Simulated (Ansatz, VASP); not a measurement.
## One calculation of CoSi8Ni3, two programs

```xyz
12
Lattice="5.4212 0.0001 0.0022 0.0002 5.4046 0.0013 0.0022 0.0013 5.4167" Properties=species:S:1:pos:R:3 pbc="T T T"
Co    2.7102    2.7034    2.7088
Si    4.0561    1.3619    1.3681
Si    1.3670    1.3627    4.0531
Si    4.0567    4.0422    4.0534
Si    1.3668    4.0426    1.3663
Si    1.3680    4.0451    4.0533
Si    4.0557    4.0442    1.3674
Si    1.3670    1.3614    1.3656
Si    4.0560    1.3629    4.0546
Ni    2.7127    0.0006    0.0005
Ni    0.0011    0.0003    2.7094
Ni    0.0001    2.7027    0.0006
```

Change from the starting cell: cell x1, atoms moved at random (sigma 0.05 Å) and cell strained at random (1.5 %), then relaxed without symmetry.

Alike in both runs: functional PBE; k mesh 4 × 4 × 4; occupations gaussian, width 0.2 eV; no spin polarisation.

Ansatz relaxed the structure, and its values are those at the end. VASP's run is a single point on that final structure, the one shown.

|  | VASP | Ansatz |
| --- | --- | --- |
| version | VASP 6.6.1 | Ansatz 0.2.0 |
| potentials or method | VASP PAW PBE potentials, release 64 (Co, Si, Ni), cutoff 520 eV | scalar-relativistic, plane waves, PAW |
| valence electrons in the cell | 71 | 103 |

|  | VASP | Ansatz | Ansatz less VASP |
| --- | --- | --- | --- |
| gap on the k mesh at the Fermi level (eV) | none | none | - |
| pressure (GPa) | -0.1 | 0.0 | +0.11 |
| rms of the force components (eV/Å) | 0.007 | 0.007 | 0.0000 |

A gap of «none» marks a metal or a gap that the smearing closes. VASP's potentials hold 71 valence electrons a cell and Ansatz's 103, so a difference there can come from the potentials and not from the codes.
